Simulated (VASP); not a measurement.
InSb: single point with r2SCAN

The system is InSb.

```
In Sb
1.0
     0.00000    3.34510    3.34510
     3.34510    0.00000    3.34510
     3.34510    3.34510    0.00000
In Sb
1 1
Direct
  0.00000 0.00000 0.00000
  0.25000 0.25000 0.25000
```

This cell differs from its parent crystal: strain +2.0%.

```
Program             : VASP 6.6.1
Task                : single point
Functional          : r2SCAN
Potentials or basis : VASP PAW PBE potentials, release 64 (In_d, Sb)
Cutoff              : 520 eV
k mesh              : 6 × 6 × 6
Occupations         : fermi-dirac, width 0.02 eV
Spin                : no spin polarisation
```

```json
{
  "Pressure": "-2.2 GPa",
  "Band gap on the k mesh": "zero (filled and empty bands touch)"
}
```

Levels at points of the mesh, in eV from the Fermi level:
```tsv
k point	band 6	band 7	band 8	band 9	band 10	band 11	band 12	band 13
(0.00, 0.00, 0.00)	-10.54	-0.35	-0.01	-0.01	-0.01	3.21	3.21	3.21
(0.50, 0.00, 0.00)	-9.33	-5.35	-0.92	-0.92	0.63	4.06	4.06	6.45
(0.50, 0.50, 0.00)	-8.80	-5.68	-2.06	-2.06	1.56	1.70	8.13	8.13
```

Wall time 2.6 min on 1 thread of AMD EPYC 7R13, with other jobs on the host, peak memory 0.23 GiB.

Caveat: the cell differs from its parent crystal (strain +2.0%); semilocal functionals underestimate gaps, and a narrow one can read as zero; the PAW data sets were made with another functional, which shifts forces and pressure a little; spin-orbit coupling is left out, which moves the levels of the heavy elements.
